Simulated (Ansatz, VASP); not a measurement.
**WC: VASP beside Ansatz**

```
W C
1.0
     2.90050    0.00000    0.00000
    -1.45025    2.51191    0.00000
     0.00000    0.00000    2.82900
W C
1 1
Cartesian
  0.0000 0.0000 0.0000
  1.4503 0.8373 1.4145
```

Alike in both runs: task single point; functional PBE; k mesh 6 × 6 × 6; occupations fermi-dirac, width 0.05 eV; no spin polarisation.

```csv
,VASP,Ansatz
version,VASP 6.6.1,Ansatz 0.2.0
potentials or method,"VASP PAW PBE potentials, release 64 (W_sv, C), cutoff 520 eV","all-electron LAPW, scalar-relativistic"
```

|  | VASP | Ansatz | Ansatz less VASP |
| --- | --- | --- | --- |
| pressure (GPa) | 9.6 | 8.6 | -0.99 |
| traceless stress, the component that is largest in VASP (GPa) | -0.93 | -1.16 | -0.231 |

Ansatz ran all-electron here, and VASP with PAW potentials.

The k mesh is coarse, so the values compare programs but aren't converged. Neither program's run includes spin-orbit coupling.
